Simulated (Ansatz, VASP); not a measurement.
Ta: VASP beside Ansatz

```
Ta
1.0
    -1.65128    1.65128    1.65128
     1.65128   -1.65128    1.65128
     1.65128    1.65128   -1.65128
Ta
1
Direct
  0.00000 0.00000 0.00000
```

Alike in both runs: task relaxation of cell and atoms; functional PBEsol; k mesh 20 × 20 × 20; occupations fermi-dirac, width 0.08 eV; no spin polarisation.

|  | VASP | Ansatz |
| --- | --- | --- |
| version | VASP 6.6.1 | Ansatz 0.2.0 |
| potentials or method | VASP PAW PBE potentials, release 64 (Ta_pv) | PAW with Ansatz's default frozen-core files, scalar-relativistic |
| plane-wave cutoff (eV) | 600 | 420 |
| valence electrons in the cell | 11 | 13 |

|  | VASP | Ansatz | Ansatz less VASP |
| --- | --- | --- | --- |
| relaxed volume (Å³/atom) | 17.70 | 17.68 | -0.017 |
| relaxed cell length with the largest relative difference (Å) | 2.843 | 2.843 | -0.0009 |

VASP's potentials were made for PBE, not for PBEsol. VASP's potentials hold 11 valence electrons a cell and Ansatz's 13, so a difference there can come from the potentials and not from the codes.

Neither program's run includes spin-orbit coupling.
